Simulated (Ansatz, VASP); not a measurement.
## One calculation of BN, two programs

```
B N
1.0
     0.00000    1.81235    1.81235
     1.81235    0.00000    1.81235
     1.81235    1.81235    0.00000
B N
1 1
Direct
  0.00000 0.00000 0.00000
  0.25000 0.25000 0.25000
```

Alike in both runs: task single point; functional PBE; k mesh 16 × 16 × 16; occupations fermi-dirac, width 0.03 eV; no spin polarisation.

```csv
,VASP,Ansatz
version,VASP 6.6.1,Ansatz 0.2.0
potentials or method,"VASP PAW PBE potentials, release 64 (B, N), cutoff 520 eV","all-electron LAPW, non-relativistic"
```

Ansatz gave:

| Item | Value |
| --- | --- |
| gap on the k mesh at the Fermi level (eV) | 4.47 |
| pressure (GPa) | 0.1 |

What did VASP give for the same quantities?

gap on the k mesh at the Fermi level (eV): 4.45; pressure (GPa): 0.2.

Ansatz ran all-electron here, and VASP with PAW potentials.
